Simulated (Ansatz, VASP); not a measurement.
CsBa3: VASP beside Ansatz

```
CELL_PARAMETERS angstrom
0.00000 5.16907 5.22128
5.16907 0.00000 5.22128
5.16907 5.16907 0.00000
ATOMIC_POSITIONS crystal
Cs 0.00000 0.00000 0.00000
Ba 0.25000 0.25000 0.25000
Ba 0.75000 0.75000 0.75000
Ba 0.50000 0.50000 0.50000
```

Alike in both runs: task single point; functional PBE; k mesh 4 × 4 × 4; occupations methfessel-paxton of order 1, width 0.15 eV; no spin polarisation.

```csv
,VASP,Ansatz
version,VASP 6.6.1,Ansatz 0.2.0
potentials or method,"VASP PAW PBE potentials, release 64 (Cs_sv, Ba_sv), cutoff 520 eV","plane waves, PAW"
valence electrons in the cell,39,39
```

|  | VASP | Ansatz | Ansatz less VASP |
| --- | --- | --- | --- |
| pressure (GPa) | 0.2 | 0.2 | -0.02 |

Spin-orbit coupling is off throughout.
